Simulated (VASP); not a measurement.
## MgO (Periclase): single point with PBEsol

The system is MgO (Periclase).

```
CELL_PARAMETERS angstrom
0.00000 1.92286 1.92286
1.92286 0.00000 1.92286
1.92286 1.92286 0.00000
ATOMIC_POSITIONS crystal
Mg 0.00000 0.00000 0.00000
O 0.50000 0.50000 0.50000
```

This cell differs from its parent crystal: volume scaled by 0.760.

```json
{"Program": "VASP 6.6.1", "Task": "single point", "Functional": "PBEsol", "Potentials or basis": "VASP PAW PBE potentials, release 64 (Mg, O)", "Cutoff": "520 eV", "k mesh": "10 × 10 × 10", "Occupations": "gaussian, width 0.05 eV", "Spin": "no spin polarisation"}
```

| Item | Value |
| --- | --- |
| Pressure | 77.0 GPa |
| Band gap on the k mesh | 7.77 eV, direct |

Levels at points of the mesh, in eV from the valence-band top:
| k point | band 2 | band 3 | band 4 | band 5 | band 6 | band 7 |
| --- | --- | --- | --- | --- | --- | --- |
| (0.00, 0.00, 0.00) | 0.00 | 0.00 | 0.00 | 7.77 | 17.10 | 17.10 |
| (0.50, 0.00, 0.00) | -6.06 | -1.05 | -1.05 | 9.59 | 15.75 | 19.14 |
| (0.50, 0.50, 0.00) | -5.39 | -1.79 | -1.79 | 9.05 | 13.18 | 16.15 |

It took 9.1 s on 1 thread of AMD EPYC 7R43 64-Core Processor (Zen 3) (shared host), peak memory 0.09 GiB.

Caveat: the PAW data sets were made with another functional, which shifts forces and pressure a little.
